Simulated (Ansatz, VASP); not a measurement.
# SiC in VASP and in Ansatz

Contents of POSCAR:

```
SiC
1.0
    0.0000000000      2.2609600000      2.2609600000
    2.2609600000      0.0000000000      2.2609600000
    2.2609600000      2.2609600000      0.0000000000
Si C
1 1
Direct
    0.0000000000      0.0000000000      0.0000000000
    0.7500000000      0.7500000000      0.7500000000
```

INCAR.step1

```
SYSTEM = SiC
ALGO     = Normal         ! electronic algorithm
EDIFF    = 1E-4           ! SCF threshold, eV
ENCUT    = 520            ! plane-wave cutoff, eV
GGA      = PE             ! functional
ISMEAR   = 0              ! smearing method
LASPH    = .TRUE.         ! aspherical terms in the spheres
LCHARG   = .FALSE.        ! write CHGCAR
LREAL    = .FALSE.        ! projectors in reciprocal space
LWAVE    = .TRUE.         ! write WAVECAR
NBANDS   = 11             ! bands
NELM     = 100            ! most SCF steps
PREC     = Accurate       ! precision mode
SIGMA    = 0.05           ! smearing width, eV
```

INCAR.step2

```
SYSTEM = SiC
ALGO     = Normal         ! electronic algorithm
EDIFF    = 1E-6           ! SCF threshold, eV
ENCUT    = 520            ! plane-wave cutoff, eV
ISIF     = 2              ! what is computed and relaxed
ISMEAR   = 0              ! smearing method
ISTART   = 1            
LASPH    = .TRUE.         ! aspherical terms in the spheres
LCHARG   = .TRUE.         ! write CHGCAR
LELF     = .TRUE.         ! ELF
LMIXTAU  = .TRUE.       
LREAL    = .FALSE.        ! projectors in reciprocal space
LVHAR    = .TRUE.       
LWAVE    = .FALSE.        ! write WAVECAR
METAGGA  = R2SCAN         ! meta-GGA
NBANDS   = 11             ! bands
NELM     = 100            ! most SCF steps
PREC     = Accurate       ! precision mode
SIGMA    = 0.05           ! smearing width, eV
```

Contents of KPOINTS:

```
k-points
0
G
  12 12 12
  0 0 0
```

Input for Ansatz:

```yaml
crystal:
  lattice:
    - [0.0, 2.26096, 2.26096]
    - [2.26096, 0.0, 2.26096]
    - [2.26096, 2.26096, 0.0]
  atoms:
    - { symbol: Si, position: [0.0, 0.0, 0.0] }
    - { symbol: C, position: [0.75, 0.75, 0.75] }
basis:
  ecutwfc: 500
kpoints:
  mp_grid: { grid: [12, 12, 12] }
hamiltonian:
  xc: r2scan
scf:
  occupations: { method: gaussian, width: 0.05 }
output:
  forces: true
  stress: true
  eigenvalues: true
```

Change from the starting cell: strain +0.040 along x and y, +0.040 along z, atoms carried along.

Alike in both runs: task single point; functional r2SCAN; k mesh 12 × 12 × 12; occupations gaussian, width 0.05 eV; no spin polarisation.

|  | VASP | Ansatz |
| --- | --- | --- |
| version | VASP 6.6.1 | Ansatz 0.2.0 |
| potentials or method | VASP PAW PBE potentials, release 64 (Si, C), cutoff 520 eV | scalar-relativistic, plane waves, PAW |
| valence electrons in the cell | 8 | 8 |

Ansatz gave:

| Property | Result |
| --- | --- |
| gap on the k mesh at the Fermi level (eV) | 1.78 |
| least direct gap on the mesh (eV) | 4.89 |
| pressure (GPa) | -20.4 |

Q: Estimate VASP's values.

A: gap on the k mesh at the Fermi level (eV): 1.79; least direct gap on the mesh (eV): 4.90; pressure (GPa): -20.5.

VASP's potentials were made for PBE, not for r2SCAN.
